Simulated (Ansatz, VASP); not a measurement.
# One calculation of MnF2, two programs

INCAR

```
ALGO = Normal ; EDIFF = 1E-6
ENCUT = 600 ; GGA = PE
GGA_COMPAT = F ; ISIF = 2
ISMEAR = -1 ; ISPIN = 2
LASPH = T ; LCHARG = T
LELF = T ; LMAXMIX = 4
LORBIT = 11 ; LREAL = F
LVHAR = T ; LWAVE = F
MAGMOM = 5.5 0 0 ; NBANDS = 24
NELM = 200 ; PREC = Accurate
SIGMA = 0.05
```

File KPOINTS:

```
k-points
0
Gamma
  9 9 9
```

File POSCAR:

```
MnF2
1.0
    0.0000000000      2.5885020200      2.5885020200
    2.5885020200      0.0000000000      2.5885020200
    2.5885020200      2.5885020200      0.0000000000
Mn F
1 2
Direct
    0.0000000000      0.0000000000      0.0000000000
    0.2500000000      0.2500000000      0.2500000000
    0.7500000000      0.7500000000      0.7500000000
```

Contents of input.yaml:

```yaml
crystal:
  lattice:
    - [0.0, 2.58850202, 2.58850202]
    - [2.58850202, 0.0, 2.58850202]
    - [2.58850202, 2.58850202, 0.0]
  atoms:
    - { symbol: Mn, position: [0.0, 0.0, 0.0], spin: 5.5 }
    - { symbol: F, position: [0.25, 0.25, 0.25] }
    - { symbol: F, position: [0.75, 0.75, 0.75] }
hamiltonian:
  xc: pbe
  pseudopotentials: { kind: paw }
magnetization:
  spin_polarized: true
kpoints:
  mp_grid: { grid: [9, 9, 9] }
scf:
  occupations: { method: fermi_dirac, width: 0.05 }
output:
  forces: true
  stress: true
  eigenvalues: true
  write_density: true
  write_potential: true
  elf: true
  volumetric_format: npy
```

Alike in both runs: task single point; functional PBE; k mesh 9 × 9 × 9; occupations fermi-dirac, width 0.05 eV; collinear spin.

|  | VASP | Ansatz |
| --- | --- | --- |
| version | VASP 6.6.1 | Ansatz 0.2.0 |
| potentials or method | VASP PAW PBE potentials, release 64 (Mn_pv, F) | Ansatz PAW |
| plane-wave cutoff (eV) | 600 | 420 |
| valence electrons in the cell | 27 | 29 |

VASP gave:

```
gap on the k mesh at the Fermi level (eV)                     : 1.94
least direct gap on the mesh (eV)                             : 1.94
pressure (GPa)                                                : 3.4
net moment per atom (μB)                                      : 1.67
size of the moment on the site where the two differ most (μB) : 4.61
```

Task: Which values does Ansatz return?

Result: gap on the k mesh at the Fermi level (eV): 1.92; least direct gap on the mesh (eV): 1.92; pressure (GPa): 3.7; net moment per atom (μB): 1.67; size of the moment on the site where the two differ most (μB): 4.33.

Site moments also hang on the region over which each program counts them. VASP's potentials hold 27 valence electrons a cell and Ansatz's 29, so a difference there can come from the potentials and not from the codes.

Noted on Ansatz's run: odd divisions of the mesh miss points on the zone boundary, where band edges often lie, so the gap on the mesh can be too wide.
